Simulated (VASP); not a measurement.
Al: single point with LDA

The system is Al.

```
Al
1.0
     2.80246    0.00000    0.00000
    -1.40123    2.42701    0.00000
     0.00000    0.00000    4.78000
Al
2
Direct
  0.66667 0.33333 0.75000
  0.33333 0.66667 0.25000
```

This isn't the form of Al at room conditions, which is fcc.

| Quantity | Value |
| --- | --- |
| Program | VASP 6.6.1 |
| Task | single point |
| Functional | LDA |
| Potentials or basis | VASP PAW LDA potentials, release 64 (Al) |
| Cutoff | 520 eV |
| k mesh | 18 × 18 × 10 |
| Occupations | gaussian, width 0.15 eV |
| Spin | no spin polarisation |
| Dipole correction | no |
| Further INCAR settings | ALGO = Normal; EDIFF = 1e-07; NBANDS = 10 |

```
Pressure               : -1.3 GPa
Band gap on the k mesh : zero (bands 3 and 4 overlap by 6.95 eV)
```

Stress tensor (GPa, compression positive):
```
-1.06  0.00  0.00
 0.00 -1.06  0.00
 0.00  0.00 -1.88
```

Levels at points of the mesh, in eV from the Fermi level:
```tsv
k point	band 1	band 2	band 3	band 4	band 5	band 6	band 7	band 8
(0.00, 0.00, 0.00)	-11.19	-4.93	-4.81	11.30	11.30	11.51	11.58	11.58
(0.50, 0.00, 0.00)	-5.14	-5.01	0.62	0.76	1.47	1.49	6.15	7.75
(0.00, 0.00, 0.50)	-9.58	-9.58	2.68	2.68	12.41	12.41	12.41	12.41
(0.50, 0.00, 0.50)	-3.86	-3.86	-3.14	-3.14	7.51	7.51	7.56	7.56
```

It took 47 s on 1 thread of Intel Xeon 8259CL, with other jobs on the host, peak memory 0.18 GiB.
